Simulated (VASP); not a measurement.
A run of VASP 6.6.1 is set up as follows.

The input INCAR:

```
SYSTEM = Al4Cl
ALGO     = Normal         ! electronic algorithm
EDIFF    = 1E-6           ! SCF threshold, eV
ENCUT    = 520            ! plane-wave cutoff, eV
GGA      = PE             ! functional
ISIF     = 2              ! what is computed and relaxed
ISMEAR   = 0              ! smearing method
LASPH    = .True.         ! aspherical terms in the spheres
LCHARG   = .False.        ! write CHGCAR
LREAL    = .False.        ! projectors in reciprocal space
LWAVE    = .False.        ! write WAVECAR
NBANDS   = 18             ! bands
NELM     = 60             ! most SCF steps
PREC     = Accurate       ! precision mode
SIGMA    = 0.1            ! smearing width, eV
```

KPOINTS

```
k-points
0
Gamma
  4 4 4
  0 0 0
```

POSCAR

```
Al4Cl
1.0
    3.0347570400     -3.1723354000      0.0000000000
    3.0347570400      3.1723354000      0.0000000000
    0.0000000000      0.0000000000      5.7471312900
Al Cl
4 1
Direct
    0.7040357200      0.7040357200      0.3354153900
    0.2959642800      0.2959642800      0.3354153900
    0.7040357200      0.7040357200      0.6645846100
    0.2959642800      0.2959642800      0.6645846100
    0.0000000000      0.0000000000      0.5000000000
```

Potentials or basis: VASP PAW PBE potentials, release 64 (Al, Cl).

Run with:

```sh
$ cat potpaw_PBE.64/Al/POTCAR potpaw_PBE.64/Cl/POTCAR > POTCAR
$ mpirun -np 1 vasp_std > vasp.out
```

Question: Predict the largest force.

Answer: 13.791 eV/Å.

Question: Estimate the pressure.

Answer: 37.9 GPa.

Stress tensor (GPa, compression positive):
```
51.61  0.00  0.00
 0.00 -5.91  0.00
 0.00  0.00 67.96
```

Caveat: an odd number of electrons without spin polarisation forces a metal; a magnetic or distorted state may lie lower.
